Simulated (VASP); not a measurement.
Wanted: the native input for a VASP 6.6.1 run.

| Quantity | Value |
| --- | --- |
| Task | single point |
| Functional | PBE |
| Potentials or basis | VASP PAW PBE potentials, release 64 (Pd) |
| Cutoff | 500 eV |
| k mesh | 17 × 17 × 9 |
| Occupations | fermi-dirac, width 0.1 eV |
| Spin | no spin polarisation |
| Dipole correction | no |
| Further INCAR settings | ALGO = Normal; EDIFF = 1e-06; NBANDS = 17 |

The structure of Pd lies in POSCAR:

```
Pd
1.0
    2.4437680648      0.0000000000      0.0000000000
   -1.2218840324      2.1163652251      0.0000000000
    0.0000000000      0.0000000000      4.0572356271
Pd
2
Direct
    0.3333333333      0.6666666667      0.2500000000
    0.6666666667      0.3333333333      0.7500000000
```

The input as run:

INCAR

```
ALGO = Normal ; EDIFF = 1E-6
ENCUT = 500 ; GGA = PE
GGA_COMPAT = F ; ISIF = 2
ISMEAR = -1 ; LASPH = T
LCHARG = F ; LREAL = F
LWAVE = F ; NBANDS = 17
NELM = 120 ; PREC = Accurate
SIGMA = 0.1
```

KPOINTS

```
k-points
0
Gamma
  17 17 9
```

Potentials or basis: VASP PAW PBE potentials, release 64 (Pd).

Run with:

```console
$ cat potpaw_PBE.64/Pd/POTCAR > POTCAR
$ mpirun -np 1 vasp_std > vasp.out
```

Results of the run:

| Item | Value |
| --- | --- |
| Pressure | 177.7 GPa |
| Band gap on the k mesh | zero (band 10 reaches 17.23 eV, above the bottom of band 11 at 15.77 eV) |

It took 97 s on 1 thread of AMD EPYC 7R13, on a shared host, peak memory 0.13 GiB.
